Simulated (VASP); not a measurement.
Input of a VASP 6.6.1 run:

Contents of INCAR:

```
  ALGO = Normal
  EDIFF = 1E-6
  ENCUT = 520
  GGA = PS
  ISIF = 2
  ISMEAR = 0
  LASPH = True
  LCHARG = True
  LELF = True
  LREAL = False
  LVHAR = True
  LWAVE = False
  NBANDS = 16
  NELM = 80
  PREC = Accurate
  SIGMA = 0.03
```

The input KPOINTS:

```
k-points
0
Gamma
  16 16 16
```

The input POSCAR:

```
GaN
1.0
    0.0000000000      1.8652995836      2.7979493754
    1.8652995836      0.0000000000      2.7979493754
    1.8652995836      1.8652995836      0.0000000000
Ga N
1 1
Direct
    0.0000000000      0.0000000000      0.0000000000
    0.5000000000      0.5000000000      0.5000000000
```

Potentials or basis: VASP PAW PBE potentials, release 64 (Ga_d, N).

Run with:

```console
$ cat potpaw_PBE.64/Ga_d/POTCAR potpaw_PBE.64/N/POTCAR > POTCAR
$ mpirun -np 1 vasp_std > vasp.out
```

Problem. Estimate the band gap on the k mesh.

Solution. Zero (bands 9 and 10 overlap by 0.06 eV).

Problem. Estimate the pressure.

Solution. 46.2 GPa.

Stress tensor (GPa, compression positive):
```
72.67  0.00  0.00
 0.00 72.67  0.00
 0.00  0.00 -6.78
```

Caveat: the stress differs along the axes, from -7 to 73 GPa; semilocal functionals underestimate gaps, and a narrow one can read as zero; the PAW data sets were made with another functional, which shifts forces and pressure a little.
